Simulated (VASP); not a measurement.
# Nb3Sn (Pm-3n) in VASP: single point with PBE

Aim: the single point of Nb3Sn with PBE.

Program: VASP 6.6.1. These are calculated values, not measurements. Logs are shortened: lines on timing, memory, paths and dates and some standing lists are left out, and cuts for length are marked.

### 1 The cell of the first run

The structure is cubic, space group Pm-3n (No. 223). The conventional cell has a = 5.319 Å, b = 5.319 Å, c = 5.319 Å, α = 90.00°, β = 90.00°, γ = 90.00°. Within 3.5 Å of Nb (site symmetry -4m2) lie 10 Nb at 2.66 to 3.26 Å and 4 Sn at 2.97 Å. Within 3.9 Å of Sn (site symmetry m-3) lie 12 Nb at 2.97 Å.

### 2 Single point, PBE

Contents of INCAR:

```
  ALGO = Normal
  EDIFF = 1E-6
  ENCUT = 500
  GGA = PE
  GGA_COMPAT = False
  ISIF = 2
  ISMEAR = 0
  LASPH = True
  LCHARG = False
  LREAL = False
  LWAVE = False
  NBANDS = 63
  NELM = 120
  PREC = Accurate
  SIGMA = 0.1
```

Contents of KPOINTS:

```
k-points
0
Gamma
  8 8 8
```

Contents of POSCAR:

```
Nb3Sn
1.0
    5.3192625886      0.0000000000      0.0000000000
    0.0000000000      5.3192625886      0.0000000000
    0.0000000000      0.0000000000      5.3192625886
Nb Sn
6 2
Direct
    0.2500000000      0.0000000000      0.5000000000
    0.5000000000      0.7500000000      0.0000000000
    0.7500000000      0.0000000000      0.5000000000
    0.5000000000      0.2500000000      0.0000000000
    0.0000000000      0.5000000000      0.7500000000
    0.0000000000      0.5000000000      0.2500000000
    0.0000000000      0.0000000000      0.0000000000
    0.5000000000      0.5000000000      0.5000000000
```

Potentials or basis: VASP PAW PBE potentials, release 64 (Nb_sv, Sn_d).

On the command line:

```
$ cat potpaw_PBE.64/Nb_sv/POTCAR potpaw_PBE.64/Sn_d/POTCAR > POTCAR
$ mpirun -np 1 vasp_std > vasp.out
```

OUTCAR:

```text
EDIFF = 1E-6
   ENCUT = 500
   GGA = PE
   ISIF = 2
   ISMEAR = 0
   LASPH = True
   LREAL = False
   NELM = 120
   PREC = Accurate

 ion  position               nearest neighbor table
   1  0.250  0.000  0.500-   3 2.66   3 2.66   8 2.97   7 2.97   8 2.97   7 2.97
   2  0.500  0.750  0.000-   4 2.66   4 2.66   8 2.97   8 2.97   7 2.97   7 2.97
   3  0.750  0.000  0.500-   1 2.66   1 2.66   8 2.97   7 2.97   8 2.97   7 2.97
   4  0.500  0.250  0.000-   2 2.66   2 2.66   8 2.97   8 2.97   7 2.97   7 2.97
   5  0.000  0.500  0.750-   6 2.66   6 2.66   8 2.97   7 2.97   7 2.97   8 2.97
   6  0.000  0.500  0.250-   5 2.66   5 2.66   8 2.97   7 2.97   7 2.97   8 2.97
   7  0.000  0.000  0.000-   1 2.97   2 2.97   3 2.97   4 2.97   5 2.97   6 2.97   1 2.97   3 2.97
                             5 2.97   6 2.97   2 2.97   4 2.97
   8  0.500  0.500  0.500-   1 2.97   2 2.97   3 2.97   4 2.97   5 2.97   6 2.97   2 2.97   4 2.97
                             1 2.97   3 2.97   5 2.97   6 2.97

  LATTYP: Found a simple cubic cell.
 ALAT       =     5.3192625886

  Lattice vectors:

 A1 = (   5.3192625886,   0.0000000000,   0.0000000000)
 A2 = (   0.0000000000,   5.3192625886,   0.0000000000)
 A3 = (   0.0000000000,   0.0000000000,   5.3192625886)

Analysis of symmetry for initial positions (statically):
=====================================================================
 Subroutine PRICEL returns:
 Original cell was already a primitive cell.

 Routine SETGRP: Setting up the symmetry group for a
 simple cubic supercell.

 Subroutine GETGRP returns: Found 48 space group operations
 (whereof 24 operations were pure point group operations)
 out of a pool of 48 trial point group operations.

The static configuration has the point symmetry T_h .
 The point group associated with its full space group is O_h .

Analysis of symmetry for dynamics (positions and initial velocities):
=====================================================================
 Subroutine PRICEL returns:
 Original cell was already a primitive cell.

 Routine SETGRP: Setting up the symmetry group for a
 simple cubic supercell.

 Subroutine GETGRP returns: Found 48 space group operations
 (whereof 24 operations were pure point group operations)
 out of a pool of 48 trial point group operations.

The dynamic configuration has the point symmetry T_h .
 The point group associated with its full space group is O_h .

 Subroutine INISYM returns: Found 48 space group operations
 (whereof 24 operations are pure point group operations),
 and found     1 'primitive' translations
[... 113 lines left out ...]
   ISIF   =      2    stress and relaxation
   ISYM   =      2    0-nonsym 1-usesym 2-fastsym
   POTIM  = 0.5000    time-step for ionic-motion
   TEBEG  =    0.0;   TEEND  =   0.0 temperature during run
   PSTRESS=    0.0 pullay stress
   NELECT =     106.0000    total number of electrons
   NUPDOWN=      -1.0000    fix difference up-down
   EMIN   =  10.00;   EMAX   =-10.00  energy-range for DOS
   EFERMI =   0.00;   METHOD = LEGACY
   ISMEAR =     0;   SIGMA  =   0.10  broadening in eV -4-tet -1-fermi 0-gaus
   EFERMI_NEDOS =   21; number of points for ismear=-14 and -15
   IALGO  =     38    algorithm
   IMIX   =      4    mixing-type and parameters
     AMIX     =   0.40;   BMIX     =  1.00
     AMIX_MAG =   1.60;   BMIX_MAG =  1.00
  volume/ion in A,a.u.               =      18.81       126.96
  Fermi-wavevector in a.u.,A,eV,Ry     =   1.456550  2.752480 28.865270  2.121537
  Thomas-Fermi vector in A             =   2.573455
   LORBIT       =      0    0 simple, 1 ext, 2 COOP (PROOUT), +10 PAW based schemes
   GGA     = PE    functional components
   LHFCALC =     F    Hartree Fock is set to
   AEXX    =    0.0000 exact exchange contribution
   IVDW    =     0    specifies the selected vdW correction
   LEPSILON=     F    determine dielectric tensor
   LRPA    =     F    only Hartree local field effects (RPA)
 non-spin polarized calculation
 Gauss-broadening in eV      SIGMA  =   0.10
  energy-cutoff  :      500.00
  volume of cell :      150.51
 maximum number of plane-waves:      3887
 NGX is ok and might be reduce to    40
   NGX = 19   NGY = 19   NGZ = 19

 number of electron     106.0000036 magnetization

 Free energy of the ion-electron system (eV)
  ---------------------------------------------------
  ext. energy  EPLUGINS =         0.00000000
  ---------------------------------------------------
  free energy    TOTEN  =       -70.38922566 eV

  energy without entropy =      -70.31505062  energy(sigma->0) =      -70.35213814

 E-fermi :  11.1524     XC(G=0): -12.2575

 val. band max:       11.1492674524   @ k =   0.3750   0.3750   0.0000
 cond. band min:      11.1526888303   @ k =   0.1250   0.1250   0.0000
 fundamental gap:      0.0034213779
 Fermi energy:        11.1524354251

 k-point     1 :       0.0000    0.0000    0.0000
  band No.  band energies     occupation
      1     -43.4535      2.00000
      2     -43.3872      2.00000
      3     -43.3872      2.00000
      4     -43.1805      2.00000
      5     -43.1805      2.00000
      6     -43.1805      2.00000
[... 1573 lines left out ...]
     62      13.6689      0.00000
     63      13.7565      0.00000

 [... further k-points ...]

------------------------ aborting loop because EDIFF is reached ----------------------------------------

  FORCE on cell =-STRESS in cart. coord.  units (eV):
  Direction    XX          YY          ZZ          XY          YZ          ZX
  --------------------------------------------------------------------------------------
  -------------------------------------------------------------------------------------
  Total       -0.2582642     -0.2582642     -0.2582642      0.0000000      0.0000000      0.0000000
  in kB       -2.7492892     -2.7492892     -2.7492892      0.0000000      0.0000000      0.0000000
  external PRESSURE =      -2.7492892 kB  Pullay stress =       0.0000000 kB

 VOLUME and BASIS-vectors are now :
 -----------------------------------------------------------------------------
  energy-cutoff  :      500.00
  volume of cell :      150.51
      direct lattice vectors                 reciprocal lattice vectors
     5.319262589  0.000000000  0.000000000     0.187995983  0.000000000  0.000000000
     0.000000000  5.319262589  0.000000000     0.000000000  0.187995983  0.000000000
     0.000000000  0.000000000  5.319262589     0.000000000  0.000000000  0.187995983

 POSITION                                       TOTAL-FORCE (eV/Angst)
 -----------------------------------------------------------------------------------
      1.32982      0.00000      2.65963         0.000000      0.000000      0.000000
      2.65963      3.98945      0.00000         0.000000      0.000000      0.000000
      3.98945      0.00000      2.65963        -0.000000     -0.000000     -0.000000
      2.65963      1.32982      0.00000        -0.000000     -0.000000      0.000000
      0.00000      2.65963      3.98945         0.000000     -0.000000      0.000000
      0.00000      2.65963      1.32982        -0.000000      0.000000      0.000000
      0.00000      0.00000      0.00000        -0.000000      0.000000      0.000000
      2.65963      2.65963      2.65963        -0.000000      0.000000      0.000000
 -----------------------------------------------------------------------------------
    total drift:                                0.000000     -0.000000      0.000000

  FREE ENERGIE OF THE ION-ELECTRON SYSTEM (eV)
  ---------------------------------------------------
  free  energy   TOTEN  =       -70.3892256617 eV

  energy  without entropy=      -70.3150506154  energy(sigma->0) =      -70.35213814
```

stdout:

```text
POSCAR found type information on POSCAR NbSn
 POSCAR found :  2 types and       8 ions
 scaLAPACK will be used
 LDA part: xc-table for (Slater+PW92), standard interpolation
 POSCAR, INCAR and KPOINTS ok, starting setup
 FFT: planning ... GRIDC
 FFT: planning ... GRID_SOFT
 FFT: planning ... GRID
 WAVECAR not read
 entering main loop
```

Run time: 6.4 min. Hardware: 1 thread of Oxide Virtual Turin-like, shared host; peak memory 0.34 GiB.

What came out:

```
Free energy            : -70.3892 eV
Pressure               : -0.3 GPa
Band gap on the k mesh : zero (bands 53 and 54 overlap by 0.57 eV)
```

Caveat: spin-orbit coupling is left out, which moves the levels of the heavy elements.
